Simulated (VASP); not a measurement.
# SiC: single point with r2SCAN

The system is SiC.

```
Si C
1.0
     0.00000    2.20799    2.11967
     2.20799    0.00000    2.11967
     2.20799    2.20799    0.00000
Si C
1 1
Direct
  0.00000 0.00000 0.00000
  0.75000 0.75000 0.75000
```

This cell differs from its parent crystal: ratio of the length along z to the lengths across it x 0.96, volume and fractional coordinates fixed.

```json
{"Program": "VASP 6.6.1", "Task": "single point", "Functional": "r2SCAN", "Potentials or basis": "VASP PAW PBE potentials, release 64 (Si, C)", "Cutoff": "520 eV", "k mesh": "12 × 12 × 12", "Occupations": "gaussian, width 0.05 eV", "Spin": "no spin polarisation"}
```

| Property | Result |
| --- | --- |
| Pressure | -0.3 GPa |
| Band gap on the k mesh | 1.30 eV, indirect (least direct gap 5.01 eV) |

Stress tensor (GPa, compression positive):
```
-3.80  0.00  0.00
 0.00 -3.80  0.00
 0.00  0.00  6.73
```

Levels at points of the mesh, in eV from the valence-band top:
| k point | band 2 | band 3 | band 4 | band 5 | band 6 | band 7 |
| --- | --- | --- | --- | --- | --- | --- |
| (0.00, 0.00, 0.00) | -0.27 | -0.27 | 0.00 | 6.66 | 7.60 | 7.72 |
| (0.50, 0.00, 0.00) | -9.01 | -1.54 | -1.04 | 5.68 | 7.26 | 8.04 |
| (0.50, 0.50, 0.00) | -7.89 | -3.82 | -3.82 | 1.30 | 4.15 | 14.83 |
| (0.50, 0.00, 0.50) | -8.41 | -3.39 | -3.33 | 1.68 | 4.89 | 14.34 |

It took 41 s on 1 thread of Intel(R) Xeon(R) Platinum 8559C (Emerald Rapids), on a shared host, peak memory 0.16 GiB.

Caveat: the PAW data sets were made with another functional, which shifts forces and pressure a little. A k mesh can miss the band edges.
